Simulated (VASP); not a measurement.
# Zn (P6_3/mmc) in VASP: vibrations by perturbation theory with LDA

Aim: the vibrations by perturbation theory of Zn with LDA.

Program: VASP 6.6.1. These are calculated values, not measurements. Logs are shortened: lines on timing, memory, paths and dates and some standing lists are left out, and cuts for length are marked.

### 1 The cell of the first run

The structure is hexagonal, space group P6_3/mmc (No. 194). The conventional cell has a = 2.550 Å, b = 2.550 Å, c = 4.865 Å, α = 90.00°, β = 90.00°, γ = 120.00°. Zn (site symmetry -6m2) has 12 Zn at 2.55 to 2.84 Å within 3.4 Å.

### 2 Vibrations by perturbation theory, LDA

INCAR reads:

```
SYSTEM = Zn
PREC = Accurate
ENCUT = 520
EDIFF = 1E-8
ISMEAR = -1
SIGMA = 0.15
LREAL = .FALSE.
LASPH = .TRUE.
NELM = 80
ALGO = Fast
ISIF = 2
LWAVE = .FALSE.
LCHARG = .FALSE.
IBRION = 8
NSW = 1
```

KPOINTS reads:

```
Automatic mesh
0
G
  15 15 8
  0 0 0
```

POSCAR reads:

```
Zn
1.0
    2.5495910154      0.0000000000      0.0000000000
   -1.2747955077      2.2080105886      0.0000000000
    0.0000000000      0.0000000000      4.8651665294
Zn
2
Direct
    0.3333333333      0.6666666667      0.2500000000
    0.6666666667      0.3333333333      0.7500000000
```

Potentials or basis: VASP PAW LDA potentials, release 64 (Zn).

On the command line:

```bash
> cat potpaw_LDA.64/Zn/POTCAR > POTCAR
> mpirun -np 1 vasp_std > vasp.out
```

OUTCAR:

```text
SYSTEM = Zn
   PREC = Accurate
   ENCUT = 520
   EDIFF = 1E-8
   ISMEAR = -1
   LREAL = .FALSE.
   LASPH = .TRUE.
   NELM = 80
   ISIF = 2
   IBRION = 8
   NSW = 1

 ion  position               nearest neighbor table
   1  0.333  0.667  0.250-   2 2.84   2 2.84   2 2.84   2 2.84   2 2.84   2 2.84
   2  0.667  0.333  0.750-   1 2.84   1 2.84   1 2.84   1 2.84   1 2.84   1 2.84

  LATTYP: Found a hexagonal cell.
 ALAT       =     2.5495910154
 C/A-ratio  =     1.9082144940

  Lattice vectors:

 A1 = (   2.5495910154,   0.0000000000,   0.0000000000)
 A2 = (  -1.2747955077,   2.2080105886,   0.0000000000)
 A3 = (   0.0000000000,   0.0000000000,   4.8651665294)

Analysis of symmetry for initial positions (statically):
=====================================================================
 Subroutine PRICEL returns:
 Original cell was already a primitive cell.

 Routine SETGRP: Setting up the symmetry group for a
 hexagonal supercell.

 Subroutine GETGRP returns: Found 24 space group operations
 (whereof 12 operations were pure point group operations)
 out of a pool of 24 trial point group operations.

The static configuration has the point symmetry D_3d.
 The point group associated with its full space group is D_6h.

Analysis of symmetry for dynamics (positions and initial velocities):
=====================================================================
 Subroutine PRICEL returns:
 Original cell was already a primitive cell.

 Routine SETGRP: Setting up the symmetry group for a
 hexagonal supercell.

 Subroutine GETGRP returns: Found 24 space group operations
 (whereof 12 operations were pure point group operations)
 out of a pool of 24 trial point group operations.

The dynamic configuration has the point symmetry D_3d.
 The point group associated with its full space group is D_6h.

 Subroutine INISYM returns: Found 24 space group operations
 (whereof 12 operations are pure point group operations),
 and found     1 'primitive' translations

----------------------------------------------------------------------------------------

                                     Primitive cell

  volume of cell :      27.3886

  direct lattice vectors                    reciprocal lattice vectors
     2.549591015  0.000000000  0.000000000     0.392219769  0.226448189  0.000000000
    -1.274795508  2.208010589  0.000000000     0.000000000  0.452896379  0.000000000
     0.000000000  0.000000000  4.865166529     0.000000000  0.000000000  0.205542810

  length of vectors
     2.549591015  2.549591015  4.865166529     0.452896379  0.452896379  0.205542810

  position of ions in fractional coordinates (direct lattice)
     0.333333333  0.666666667  0.250000000
     0.666666667  0.333333333  0.750000000

  ion indices of the primitive-cell ions
   primitive index   ion index
                 1           1
                 2           2

----------------------------------------------------------------------------------------

 KPOINTS: Automatic mesh

Automatic generation of k-mesh.
 Grid dimensions read from file:
 generate k-points for:   15   15    8

 Generating k-lattice:

  Cartesian coordinates                     Fractional coordinates (reciprocal lattice)
     0.026147985  0.015096546  0.000000000     0.066666667  0.000000000  0.000000000
     0.000000000  0.030193092  0.000000000     0.000000000  0.066666667  0.000000000
     0.000000000  0.000000000  0.025692851     0.000000000  0.000000000  0.125000000

  Length of vectors
     0.030193092  0.030193092  0.025692851
[... 83 lines left out ...]
   LEPSILON=     F    determine dielectric tensor
   LRPA    =     F    only Hartree local field effects (RPA)
 non-spin polarized calculation
 RMM-DIIS sequential band-by-band and
  energy-cutoff  :      520.00
  volume of cell :       27.39
 maximum number of plane-waves:       752
 NGX is ok and might be reduce to    20
   NGX =  9   NGY =  9   NGZ = 19

--------------------------------------- Ionic step        1  -------------------------------------------

 number of electron      23.9999993 magnetization

 Free energy of the ion-electron system (eV)
  ---------------------------------------------------
  ext. energy  EPLUGINS =         0.00000000
  ---------------------------------------------------
  free energy    TOTEN  =        -3.76877426 eV

  energy without entropy =       -3.74480055  energy(sigma->0) =       -3.75678740

 E-fermi :   3.6777     XC(G=0): -12.4473

 val. band max:        3.6114613073   @ k =   0.0000   0.0000   0.2500
 cond. band min:       3.7474550134   @ k =   0.0667   0.0000   0.2500
 fundamental gap:      0.1359937061
 Fermi energy:         3.6777391245

 k-point     1 :       0.0000    0.0000    0.0000
  band No.  band energies     occupation
      1      -7.6054      2.00000
      2      -5.5921      2.00000
      3      -4.7176      2.00000
      4      -4.4001      2.00000
      5      -4.4001      2.00000
      6      -4.3463      2.00000
[... 433 lines left out ...]
      3      -4.8416      2.00000
      4      -4.4100      2.00000
      5      -4.3290      2.00000
      6      -4.1977      2.00000
[... 8 lines left out ...]
     15       8.4281      0.00000
     16       9.0839      0.00000

 [... further k-points ...]

------------------------ aborting loop because EDIFF is reached ----------------------------------------

  FORCE on cell =-STRESS in cart. coord.  units (eV):
  Direction    XX          YY          ZZ          XY          YZ          ZX
  --------------------------------------------------------------------------------------
  -------------------------------------------------------------------------------------
  Total        0.1647438      0.1647438      0.0834147     -0.0000000      0.0000000      0.0000000
  in kB        9.6371847      9.6371847      4.8795973     -0.0000000      0.0000000      0.0000000
  external PRESSURE =       8.0513222 kB  Pullay stress =       0.0000000 kB

 VOLUME and BASIS-vectors are now :
 -----------------------------------------------------------------------------
  energy-cutoff  :      520.00
  volume of cell :       27.39
      direct lattice vectors                 reciprocal lattice vectors
     2.549591015  0.000000000  0.000000000     0.392219769  0.226448189  0.000000000
    -1.274795508  2.208010589  0.000000000     0.000000000  0.452896379  0.000000000
     0.000000000  0.000000000  4.865166529     0.000000000  0.000000000  0.205542810

 POSITION                                       TOTAL-FORCE (eV/Angst)
 -----------------------------------------------------------------------------------
     -0.00000      1.47201      1.21629         0.000000      0.000000      0.000000
      1.27480      0.73600      3.64887        -0.000000      0.000000      0.000000
 -----------------------------------------------------------------------------------
    total drift:                               -0.000000      0.000000      0.000000

  FREE ENERGIE OF THE ION-ELECTRON SYSTEM (eV)
  ---------------------------------------------------
  free  energy   TOTEN  =        -3.7687742551 eV

  energy  without entropy=       -3.7448005531  energy(sigma->0) =       -3.75678740

[... ionic steps 2 to 3 ...]

--------------------------------------- Ionic step        4  -------------------------------------------

------------------------ aborting loop because EDIFF is reached ----------------------------------------

[... ionic steps 5 to 5 ...]

--------------------------------------- Ionic step        6  -------------------------------------------

 Free energy of the ion-electron system (eV)
  ---------------------------------------------------
  ---------------------------------------------------
  free energy    TOTEN  =        -0.22400170 eV

  energy without entropy =       -0.22400170

------------------------ aborting loop because EDIFF is reached ----------------------------------------

 INTERNAL STRAIN TENSOR  FOR ION    1  DIRECTION 3   (eV/Angst):
 -----------------------------------------------------------------------------
     0.00025  0.00000  0.00000
     0.00000  0.00025  0.00000
     0.00000 -0.00000  0.00521

 INTERNAL STRAIN TENSOR FOR ION    2 for displacements in x,y,z  (eV/Angst):
          X           Y           Z          XY          YZ          ZX
  --------------------------------------------------------------------------------
  x     0.00000     0.00000     0.00000    -0.14000     0.00000     0.00000
  y    -0.14000     0.14000     0.00000     0.00000     0.00000     0.00000
  z     0.00000    -0.00000    -0.00000     0.00000     0.00000     0.00000

 SECOND DERIVATIVES (NOT SYMMETRIZED)
 ------------------------------------
               1X          1Y          1Z          2X          2Y          2Z
  1X    -0.581635    0.000000    0.000000    0.581635    0.000000    0.000000
  1Y     0.000000   -0.581635    0.000000    0.000000    0.581635    0.000000
  1Z     0.000000   -0.000000   -2.651056   -0.000000    0.000000    2.651056
  2X     0.581635    0.000000    0.000000   -0.581635    0.000000    0.000000
  2Y     0.000000    0.581635    0.000000    0.000000   -0.581635    0.000000
  2Z    -0.000000    0.000000    2.651056    0.000000   -0.000000   -2.651056

 Eigenvectors and eigenvalues of the dynamical matrix
 ----------------------------------------------------

   1 f  =    4.451635 THz    27.970445 2PiTHz  148.490545 cm-1    18.410473 meV
             X         Y         Z           dx          dy          dz
     -0.000000  1.472007  1.216292     0.000000    0.000000    0.707107
      1.274796  0.736004  3.648875    -0.000000   -0.000000   -0.707107
[... 16 lines left out ...]
   5 f  =    0.000000 THz     0.000000 2PiTHz    0.000001 cm-1     0.000000 meV
             X         Y         Z           dx          dy          dz
     -0.000000  1.472007  1.216292     0.603292   -0.225401    0.291948
      1.274796  0.736004  3.648875     0.603292   -0.225401    0.291948

   6 f/i=    0.000000 THz     0.000000 2PiTHz    0.000001 cm-1     0.000000 meV
             X         Y         Z           dx          dy          dz
     -0.000000  1.472007  1.216292    -0.133277    0.388665    0.575480
      1.274796  0.736004  3.648875    -0.133277    0.388665    0.575480

--------------------------------------------------------------------------------------------------------

 ELASTIC MODULI CONTR FROM IONIC RELAXATION (kBar)
 Direction    XX          YY          ZZ          XY          YZ          ZX
 --------------------------------------------------------------------------------
 XX          -1.9713      1.9713      0.0000      0.0000     -0.0000      0.0000
 YY           1.9713     -1.9713     -0.0000     -0.0000      0.0000      0.0000
 ZZ           0.0000     -0.0000     -0.0000     -0.0000      0.0000      0.0000
 XY           0.0000     -0.0000     -0.0000     -1.9713      0.0000      0.0000
 YZ          -0.0000      0.0000      0.0000      0.0000     -0.0000      0.0000
 ZX           0.0000      0.0000      0.0000      0.0000      0.0000      0.0000
 --------------------------------------------------------------------------------
```

Run time: 4.1 min. Hardware: 1 thread of Intel Xeon 6975P-C (Granite Rapids), shared host; peak memory 0.53 GiB.

Results:

```
Highest phonon frequency at Γ : 148 cm⁻¹
```

Phonon frequencies in cm⁻¹ (negative: imaginary):
| q point | frequencies |
| --- | --- |
| (0.000, 0.000, 0.000) | 0 0 0 70 70 148 |
